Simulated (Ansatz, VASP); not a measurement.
**MgO2: VASP beside Ansatz**

POSCAR

```
MgO2
1.0
    1.6689514567      0.9635695728      3.3542197199
   -1.6689514567      0.9635695728      3.3542197199
    0.0000000000     -1.9271391455      3.3542197199
Mg O
1 2
Direct
    0.0000000000      0.0000000000      0.0000000000
    0.4287860000      0.4287860000      0.4287860000
    0.5712140000      0.5712140000      0.5712140000
```

The input INCAR.step1:

```
SYSTEM = MgO2
  PREC = Accurate
  ENCUT = 520
  ISMEAR = 0
  SIGMA = 0.05
  LREAL = .False.
  LASPH = .True.
  NELM = 100
  NBANDS = 14
  GGA = PE
  ALGO = Normal
  EDIFF = 1E-4
  LWAVE = .True.
  LCHARG = .False.
```

File INCAR.step2:

```
SYSTEM = MgO2
  PREC = Accurate
  ENCUT = 520
  EDIFF = 1E-7
  ISMEAR = 0
  SIGMA = 0.05
  LREAL = .False.
  LASPH = .True.
  NELM = 100
  ALGO = Normal
  ISIF = 2
  LWAVE = .False.
  LCHARG = .True.
  METAGGA = R2SCAN
  LMIXTAU = .True.
  LELF = .True.
  LVHAR = .True.
  NBANDS = 14
  ISTART = 1
```

File KPOINTS:

```
regular mesh
0
Gamma
  12 12 12
  0 0 0
```

Input for Ansatz:

```yaml
crystal:
  lattice:
    - [1.6689514567, 0.9635695728, 3.3542197199]
    - [-1.6689514567, 0.9635695728, 3.3542197199]
    - [0.0, -1.9271391455, 3.3542197199]
  atoms:
    - { symbol: Mg, position: [0.0, 0.0, 0.0] }
    - { symbol: O, position: [0.428786, 0.428786, 0.428786] }
    - { symbol: O, position: [0.571214, 0.571214, 0.571214] }
basis:
  ecutwfc: 500
kpoints:
  mp_grid: { grid: [12, 12, 12] }
hamiltonian:
  xc: r2scan
scf:
  occupations: { method: gaussian, width: 0.05 }
output:
  forces: true
  stress: true
  eigenvalues: true
  write_density: true
  write_potential: true
  elf: true
  volumetric_format: npy
```

Change from the starting cell: strain +0.040 along x and y, -0.040 along z, atoms carried along.

Alike in both runs: task single point; functional r2SCAN; k mesh 12 × 12 × 12; occupations gaussian, width 0.05 eV; no spin polarisation.

|  | VASP | Ansatz |
| --- | --- | --- |
| version | VASP 6.6.1 | Ansatz 0.2.0 |
| potentials or method | VASP PAW PBE potentials, release 64 (Mg, O), cutoff 520 eV | scalar-relativistic, plane waves, PAW |
| valence electrons in the cell | 14 | 22 |

Ansatz gave:

```
gap on the k mesh at the Fermi level (eV)                     : 3.52
least direct gap on the mesh (eV)                             : 3.72
pressure (GPa)                                                : -4.9
traceless stress, the component that is largest in VASP (GPa) : 18.27
rms of the force components (eV/Å)                            : 0.754
```

**Question.** Which values does VASP return?

**Answer.** gap on the k mesh at the Fermi level (eV): 3.49; least direct gap on the mesh (eV): 3.69; pressure (GPa): -5.0; traceless stress, the component that is largest in VASP (GPa): 20.12; rms of the force components (eV/Å): 0.917.

VASP's potentials were made for PBE, not for r2SCAN. Atom by atom the forces differ by 0.163 eV/Å (rms over components). The functional is the same, so the differences come from potentials, cutoffs and numerics. VASP's potentials hold 14 valence electrons a cell and Ansatz's 22, so a difference there can come from the potentials and not from the codes.
